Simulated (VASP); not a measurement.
**Hf: single point with PBEsol**

Crystal: Hf.

```
CELL_PARAMETERS angstrom
0.00000 2.23835 2.23835
2.23835 0.00000 2.23835
2.23835 2.23835 0.00000
ATOMIC_POSITIONS crystal
Hf 0.00000 0.00000 0.00000
```

- Program: VASP 6.6.1
- Task: single point
- Functional: PBEsol
- Potentials or basis: VASP PAW PBE potentials, release 64 (Hf_pv)
- Cutoff: 520 eV
- k mesh: 11 × 11 × 11
- Occupations: fermi-dirac, width 0.1 eV
- Spin: no spin polarisation
- Dipole correction: no
- Further INCAR settings: ALGO = Normal; EDIFF = 1e-07; NBANDS = 11

```
Pressure               : -4.3 GPa
Band gap on the k mesh : zero (band 5 reaches 5.96 eV, above the bottom of band 6 at 4.25 eV)
```

Levels at points of the mesh, in eV from the Fermi level:
| k point | band 3 | band 4 | band 5 | band 6 | band 7 | band 8 |
| --- | --- | --- | --- | --- | --- | --- |
| (0.00, 0.00, 0.00) | -29.98 | -7.22 | 1.38 | 1.38 | 1.38 | 4.16 |

Wall time 18 s on 1 thread of Intel Xeon 8259CL, with other jobs on the host, peak memory 0.11 GiB.

Caveat: the PAW data sets were made with another functional, which shifts forces and pressure a little; spin-orbit coupling is left out, which moves the levels of the heavy elements.
